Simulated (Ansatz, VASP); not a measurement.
Two plane-wave programs on BeS

```
CELL_PARAMETERS angstrom
0.00000 2.43431 2.43431
2.43431 0.00000 2.43431
2.43431 2.43431 0.00000
ATOMIC_POSITIONS crystal
Be 0.00000 0.00000 0.00000
S 0.25000 0.25000 0.25000
```

Alike in both runs: task single point; functional r2SCAN; k mesh 10 × 10 × 10; no spin polarisation.

|  | VASP | Ansatz |
| --- | --- | --- |
| version | VASP 6.6.1 | Ansatz 0.2.0 |
| potentials or method | VASP PAW PBE potentials, release 64 (Be, S) | plane waves, PAW |
| plane-wave cutoff (eV) | 660 | 500 |
| occupations | gaussian, width 0.01 eV | fixed |
| valence electrons in the cell | 8 | 8 |

|  | VASP | Ansatz | Ansatz less VASP |
| --- | --- | --- | --- |
| gap on the k mesh at the Fermi level (eV) | 3.60 | 3.59 | -0.009 |
| pressure (GPa) | 0.3 | 0.0 | -0.30 |

VASP's potentials were made for PBE, not for r2SCAN.
